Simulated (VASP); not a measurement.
A run of VASP 6.6.1 is set up as follows.

The input INCAR:

```
SYSTEM = Al2O3
PREC     = Accurate       ! precision mode
ENCUT    = 520            ! plane-wave cutoff, eV
EDIFF    = 1E-7           ! SCF threshold, eV
ISMEAR   = 0              ! smearing method
SIGMA    = 0.012          ! smearing width, eV
LREAL    = .False.        ! projectors in reciprocal space
LASPH    = .True.         ! aspherical terms in the spheres
NELM     = 100            ! most SCF steps
ALGO     = Normal         ! electronic algorithm
ISIF     = 2              ! what is computed and relaxed
LWAVE    = .False.        ! write WAVECAR
LCHARG   = .False.        ! write CHGCAR
GGA      = PE             ! functional
NBANDS   = 35             ! bands
```

The input KPOINTS:

```
Automatic mesh
0
Gamma
  7 7 7
  0 0 0
```

The input POSCAR:

```
Al2O3
1.0
    2.3802500000      1.3742379782      4.3318666667
   -2.3802500000      1.3742379782      4.3318666667
    0.0000000000     -2.7484759565      4.3318666667
Al O
4 6
Direct
    0.8521600000      0.8521600000      0.8521600000
    0.6478400000      0.6478400000      0.6478400000
    0.1478400000      0.1478400000      0.1478400000
    0.3521600000      0.3521600000      0.3521600000
    0.0566800000      0.7500000000      0.4433200000
    0.7500000000      0.4433200000      0.0566800000
    0.4433200000      0.0566800000      0.7500000000
    0.9433200000      0.2500000000      0.5566800000
    0.2500000000      0.5566800000      0.9433200000
    0.5566800000      0.9433200000      0.2500000000
```

Potentials or basis: VASP PAW PBE potentials, release 64 (Al, O).

Launch:

```sh
$ cat potpaw_PBE.64/Al/POTCAR potpaw_PBE.64/O/POTCAR > POTCAR
$ mpirun -np 1 vasp_std > vasp.out
```

**Question.** Estimate the band gap on the k mesh.

**Answer.** 6.22 eV, direct.

**Question.** Estimate the largest force.

**Answer.** 0.027 eV/Å.

**Question.** Predict the pressure.

**Answer.** 7.2 GPa.

Forces in eV/Å, atoms in the order of the input:
```
Al   0.000  0.000 -0.027
Al   0.000  0.000  0.027
Al   0.000  0.000  0.027
Al   0.000  0.000 -0.027
O   -0.013 -0.022  0.000
O   -0.013  0.022  0.000
O    0.026  0.000  0.000
O    0.013  0.022  0.000
O    0.013 -0.022  0.000
O   -0.026  0.000  0.000
```

A k mesh can miss the band edges. Expect the measured gap to be larger: semilocal functionals such as PBE lack the derivative discontinuity.
